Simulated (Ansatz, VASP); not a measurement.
Two plane-wave programs on AlN

Contents of INCAR:

```
SYSTEM = AlN
  PREC = Accurate
  ENCUT = 600
  EDIFF = 1E-7
  ISMEAR = 0
  SIGMA = 0.1
  LREAL = .FALSE.
  LASPH = .TRUE.
  NELM = 60
  ALGO = Normal
  ISIF = 3
  LWAVE = .FALSE.
  LCHARG = .FALSE.
  GGA = PE
  IBRION = 2
  NSW = 90
  EDIFFG = -0.04
```

Contents of KPOINTS:

```
Automatic mesh
0
G
  8 8 8
  0 0 0
```

File POSCAR:

```
AlN
1.0
   -1.3089251800      1.4058367800      4.9528860800
    1.3089251800     -1.4058367800      4.9528860800
    1.3089251800      1.4058367800     -4.9528860800
Al N
2 2
Direct
    0.4386600000      0.4386600000      0.0000000000
    0.1882499900      0.1882499900      0.0000000000
    0.0613400000      0.5613400000      0.5000000000
    0.3117500100      0.8117500100      0.5000000000
```

Input for Ansatz:

```yaml
crystal:
  lattice:
    - [-1.30892518, 1.40583678, 4.95288608]
    - [1.30892518, -1.40583678, 4.95288608]
    - [1.30892518, 1.40583678, -4.95288608]
  atoms:
    - { symbol: Al, position: [0.43866, 0.43866, 0.0] }
    - { symbol: Al, position: [0.18824999, 0.18824999, 0.0] }
    - { symbol: "N", position: [0.06134, 0.56134, 0.5] }
    - { symbol: "N", position: [0.31175001, 0.81175001, 0.5] }
basis:
  ecutwfc: 420
kpoints:
  mp_grid: { grid: [8, 8, 8] }
hamiltonian:
  xc: pbe
scf:
  occupations: { method: gaussian, width: 0.1 }
  lower_state_search: "off"
output:
  forces: true
  stress: true
  eigenvalues: true
relax:
  adjacent_minimum: "off"
  f_tol: 0.04
  max_steps: 70
  cell: { stress_tol: 0.4 }
```

Alike in both runs: task relaxation of cell and atoms; functional PBE; k mesh 8 × 8 × 8; occupations gaussian, width 0.1 eV; no spin polarisation.

```csv
,VASP,Ansatz
version,VASP 6.6.1,Ansatz 0.2.0
potentials or method,"VASP PAW PBE potentials, release 64 (Al, N), cutoff 600 eV","scalar-relativistic, plane waves, PAW"
valence electrons in the cell,16,16
```

Ansatz gave:

- gap on the k mesh at the Fermi level, each at its own relaxed structure (eV): 0.38
- relaxed volume (Å³/atom): 11.21
- relaxed cell length with the largest relative difference (Å): 5.413

Task: Estimate VASP's values.

Result: gap on the k mesh at the Fermi level, each at its own relaxed structure (eV): 0.35; relaxed volume (Å³/atom): 11.22; relaxed cell length with the largest relative difference (Å): 5.415.

Noted on VASP's run: the volume moved by over 15 % at a fixed basis, so the end points are rough.
